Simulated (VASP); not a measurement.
Write the native input for VASP 6.6.1 that does the following.

```
Task                    : single point
Functional              : LDA
Potentials or basis     : VASP PAW LDA potentials, release 64 (Zn, S)
Cutoff                  : 400 eV
k mesh                  : 12 × 12 × 12
Occupations             : fermi-dirac, width 0.05 eV
Spin                    : no spin polarisation
Dipole correction       : no
k mesh for the DOS      : 18 × 18 × 18
Occupations for the DOS : tetrahedron
Further INCAR settings  : ALGO = Normal; EDIFF = 1e-06
```

The system is ZnS (zincblende type).

```
CELL_PARAMETERS angstrom
0.00000 2.16989 2.16989
2.16989 0.00000 2.16989
2.16989 2.16989 0.00000
ATOMIC_POSITIONS crystal
Zn 0.00000 0.00000 0.00000
S 0.25000 0.25000 0.25000
```

The input as run:

POSCAR

```
ZnS
1.0
    0.0000000000      2.1698891222      2.1698891222
    2.1698891222      0.0000000000      2.1698891222
    2.1698891222      2.1698891222      0.0000000000
Zn S
1 1
Direct
    0.0000000000      0.0000000000      0.0000000000
    0.2500000000      0.2500000000      0.2500000000
```

INCAR.step1

```
  PREC = Accurate
  ENCUT = 400
  EDIFF = 1E-6
  ISMEAR = -1
  SIGMA = 0.05
  LREAL = False
  LASPH = True
  NELM = 120
  ALGO = Normal
  ISIF = 2
  LWAVE = False
  LCHARG = True
  GGA = CA
  NBANDS = 16
  GGA_COMPAT = False
  NEDOS = 2001
  LORBIT = 11
```

KPOINTS.step1

```
regular mesh
0
Gamma
  12 12 12
```

INCAR.step2

```
  PREC = Accurate
  ENCUT = 400
  EDIFF = 1E-6
  ISMEAR = -5
  SIGMA = 0.05
  LREAL = False
  LASPH = True
  NELM = 120
  ALGO = Normal
  ISIF = 2
  LWAVE = False
  LCHARG = False
  GGA = CA
  LORBIT = 11
  NEDOS = 1001
  ICHARG = 11
  GGA_COMPAT = False
```

KPOINTS.step2

```
regular mesh
0
Gamma
  18 18 18
```

Potentials or basis: VASP PAW LDA potentials, release 64 (Zn, S).

Run with:

```bash
$ cat potpaw_LDA.64/Zn/POTCAR potpaw_LDA.64/S/POTCAR > POTCAR
$ cp INCAR.step1 INCAR
$ cp KPOINTS.step1 KPOINTS
$ mpirun -np 1 vasp_std > vasp.out
$ cp INCAR.step2 INCAR
$ cp KPOINTS.step2 KPOINTS
$ mpirun -np 1 vasp_std > vasp.out
```

Results of the run:

```yaml
Valence_electrons_inside_the_program's_atomic_spheres: Zn 12.39; S 4.24
```

Wall time 71 s on 1 thread of Intel Xeon 8259CL (shared host), peak memory 0.11 GiB.
